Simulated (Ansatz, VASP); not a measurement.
# One calculation of CdSe, two programs

```
Cd Se
1.0
     4.21050    0.00000    0.00000
    -2.10525    3.64640    0.00000
     0.00000    0.00000    6.86435
Cd Se
2 2
Cartesian
  0.0000 2.4309 -0.0025
  2.1053 1.2155 3.4296
  0.0000 2.4309 2.5767
  2.1053 1.2155 6.0088
```

Change from the starting cell: hydrostatic strain -3.0%.

Alike in both runs: task single point; functional r2SCAN; k mesh 12 × 12 × 4; no spin polarisation.

|  | VASP | Ansatz |
| --- | --- | --- |
| version | VASP 6.6.1 | Ansatz 0.2.0 |
| potentials or method | VASP PAW PBE potentials, release 64 (Cd, Se) | plane waves, PAW |
| plane-wave cutoff (eV) | 550 | 500 |
| occupations | gaussian, width 0.01 eV | fixed |
| valence electrons in the cell | 36 | 72 |

Ansatz gave:

```
gap on the k mesh at the Fermi level (eV)                     : 1.32
pressure (GPa)                                                : 5.8
traceless stress, the component that is largest in VASP (GPa) : 0.09
```

**Question.** Which values does VASP return?

**Answer.** gap on the k mesh at the Fermi level (eV): 1.31; pressure (GPa): 6.1; traceless stress, the component that is largest in VASP (GPa): 0.09.

VASP's potentials were made for PBE, not for r2SCAN. VASP's potentials hold 36 valence electrons a cell and Ansatz's 72, so a difference there can come from the potentials and not from the codes.
